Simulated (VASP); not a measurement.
A run of VASP 6.6.1:

Contents of INCAR:

```
ALGO     = Normal         # electronic algorithm
EDIFF    = 1E-6           # SCF threshold, eV
EDIFFG   = -0.002         # ionic threshold
ENCUT    = 600            # plane-wave cutoff, eV
GGA      = PS             # functional
IBRION   = 2              # ionic algorithm
ISIF     = 3              # what is computed and relaxed
ISMEAR   = -1             # smearing method
LASPH    = T              # aspherical terms in the spheres
LCHARG   = F              # write CHGCAR
LREAL    = F              # projectors in reciprocal space
LWAVE    = F              # write WAVECAR
NELM     = 60             # most SCF steps
NSW      = 100            # ionic steps
PREC     = Accurate       # precision mode
SIGMA    = 0.08           # smearing width, eV
```

The input KPOINTS:

```
k-points
0
Gamma
  10 10 6
```

The input POSCAR:

```
MgI2
1.0
    4.1400000000      0.0000000000      0.0000000000
   -2.0700000000      3.5853451717      0.0000000000
    0.0000000000      0.0000000000      6.8800000000
Mg I
1 2
Direct
    0.0000000000      0.0000000000      0.0000000000
    0.3333333333      0.6666666667      0.2500000000
    0.6666666667      0.3333333333      0.7500000000
```

Potentials or basis: VASP PAW PBE potentials, release 64 (Mg, I).

Run with:

```console
$ cat potpaw_PBE.64/Mg/POTCAR potpaw_PBE.64/I/POTCAR > POTCAR
$ mpirun -np 1 vasp_std > vasp.out
```

Hardware: 1 thread of Intel Xeon 8259CL, with other jobs on the host.

Problem. How long does it take, and how much memory?

Solution. Wall time 20 min on 1 thread of Intel Xeon 8259CL (shared host), peak memory 0.37 GiB. Counts: scf iterations 122, k points 72, ion steps 22.
